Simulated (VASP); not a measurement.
Wanted: the native input for a VASP 6.6.1 run.

```yaml
Task: electric field gradients
Functional: LDA
Potentials_or_basis: VASP PAW LDA potentials, release 64 (B)
Cutoff: 520 eV
k_mesh: 13 × 13 × 13
Occupations: fermi-dirac, width 0.05 eV
Spin: no spin polarisation
Dipole_correction: no
Further_INCAR_settings: ALGO = Normal; EDIFF = 1e-08; NBANDS = 10
```

The structure of B lies in POSCAR:

```
B
1.0
    0.0000000000      2.0103628793      2.0103628793
    2.0103628793      0.0000000000      2.0103628793
    2.0103628793      2.0103628793      0.0000000000
B
2
Direct
   -0.0875000000     -0.1375000000     -0.1375000000
    0.0875000000      0.1375000000      0.1375000000
```

This cell differs from its parent crystal: shortest bond scaled by 1.1.

One way to write it, as run:

INCAR

```
SYSTEM = B
PREC = Accurate ; ENCUT = 520
EDIFF = 1E-8 ; ISMEAR = -1
SIGMA = 0.05 ; LREAL = .False.
LASPH = .True. ; NELM = 100
ALGO = Normal ; ISIF = 2
LWAVE = .False. ; LCHARG = .False.
GGA = CA ; LEFG = .True.
NBANDS = 10
```

KPOINTS

```
regular mesh
0
Gamma
  13 13 13
  0 0 0
```

Potentials or basis: VASP PAW LDA potentials, release 64 (B).

Launch:

```console
$ cat potpaw_LDA.64/B/POTCAR > POTCAR
$ mpirun -np 1 vasp_std > vasp.out
```

Results of the run:

* Pressure: 0.9 GPa
* Largest force: 0.538 eV/Å
* Band gap on the k mesh: zero (band 3 reaches 7.26 eV, above the bottom of band 4 at 1.17 eV)

Caveat: the cell differs from its parent crystal (shortest bond scaled by 1.1); without QUAD_EFG the Cq values of the log hold for a quadrupole moment of 1 mb, not for the nuclei.

Wall time 21 s on 1 thread of Intel Xeon 6975P-C (shared host), peak memory 0.14 GiB.
